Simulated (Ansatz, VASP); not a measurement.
# One calculation of PtWSe4, two programs

The input INCAR:

```
SYSTEM = PtWSe4
ALGO = Normal ; EDIFF = 1E-6
ENCUT = 520 ; GGA = PE
ISIF = 2 ; ISMEAR = 0
LASPH = .TRUE. ; LCHARG = .FALSE.
LREAL = .FALSE. ; LWAVE = .FALSE.
NBANDS = 33 ; NELM = 80
PREC = Accurate ; SIGMA = 0.1
```

Contents of KPOINTS:

```
k-points
0
G
  4 4 4
  0 0 0
```

The input POSCAR:

```
PtWSe4
1.0
    4.5708381000      0.0000000000      0.0000000000
    0.0000000000      4.5708381000      0.0000000000
    0.0000000000      0.0000000000      6.5978928100
Pt W Se
1 1 4
Direct
    0.5000000000      0.5000000000      0.0000000000
    0.0000000000      0.0000000000      0.5000000000
    0.5000000000      0.0000000000      0.2657380100
    0.5000000000      0.0000000000      0.7342619900
    0.0000000000      0.5000000000      0.7342619900
    0.0000000000      0.5000000000      0.2657380100
```

Input for Ansatz:

```yaml
crystal:
  lattice:
    - [4.5708381, 0.0, 0.0]
    - [0.0, 4.5708381, 0.0]
    - [0.0, 0.0, 6.59789281]
  atoms:
    - { symbol: Pt, position: [0.5, 0.5, 0.0] }
    - { symbol: W, position: [0.0, 0.0, 0.5] }
    - { symbol: Se, position: [0.5, 0.0, 0.26573801] }
    - { symbol: Se, position: [0.5, 0.0, 0.73426199] }
    - { symbol: Se, position: [0.0, 0.5, 0.73426199] }
    - { symbol: Se, position: [0.0, 0.5, 0.26573801] }
basis:
  ecutwfc: 420
kpoints:
  mp_grid: { grid: [4, 4, 4] }
hamiltonian:
  xc: pbe
scf:
  occupations: { method: gaussian, width: 0.1 }
  lower_state_search: "off"
output:
  forces: true
  stress: true
  eigenvalues: true
```

Change from the starting cell: species swapped into the CaSnF4 type (P4/mmm, No. 123).

Alike in both runs: task single point; functional PBE; k mesh 4 × 4 × 4; occupations gaussian, width 0.1 eV; no spin polarisation.

|  | VASP | Ansatz |
| --- | --- | --- |
| version | VASP 6.6.1 | Ansatz 0.2.0 |
| potentials or method | VASP PAW PBE potentials, release 64 (Pt, W_sv, Se), cutoff 520 eV | scalar-relativistic, plane waves, PAW |
| valence electrons in the cell | 48 | 96 |

VASP gave:

| Property | Result |
| --- | --- |
| gap on the k mesh at the Fermi level (eV) | none |
| pressure (GPa) | -11.2 |
| traceless stress, the component that is largest in VASP (GPa) | 0.10 |
| rms of the force components (eV/Å) | 0.064 |

Task: Estimate Ansatz's values.

Result: gap on the k mesh at the Fermi level (eV): none; pressure (GPa): -11.3; traceless stress, the component that is largest in VASP (GPa): 0.10; rms of the force components (eV/Å): 0.060.

Atom by atom the forces differ by 0.004 eV/Å (rms over components). A gap of «none» marks a metal or a gap that the smearing closes. The functional is the same, so the differences come from potentials, cutoffs and numerics. VASP's potentials hold 48 valence electrons a cell and Ansatz's 96, so a difference there can come from the potentials and not from the codes.

Spin-orbit coupling is off throughout.
